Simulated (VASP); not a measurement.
A run of VASP 6.6.1 is set up as follows.

INCAR

```
PREC = Accurate
ENCUT = 520
EDIFF = 1E-6
ISMEAR = -1
SIGMA = 0.05
LREAL = False
LASPH = True
NELM = 80
ALGO = Normal
ISIF = 2
LWAVE = False
LCHARG = False
GGA = CA
NBANDS = 12
```

KPOINTS

```
Automatic mesh
0
Gamma
  11 11 11
```

File POSCAR:

```
Au
1.0
   -1.6790776720      1.6790776720      1.6790776720
    1.6790776720     -1.6790776720      1.6790776720
    1.6790776720      1.6790776720     -1.6790776720
Au
1
Direct
    0.0000000000      0.0000000000      0.0000000000
```

Potentials or basis: VASP PAW LDA potentials, release 64 (Au).

Launch:

```console
$ cat potpaw_LDA.64/Au/POTCAR > POTCAR
$ mpirun -np 1 vasp_std > vasp.out
```

(1) Predict the pressure.

Answers

(1) -16.4 GPa.
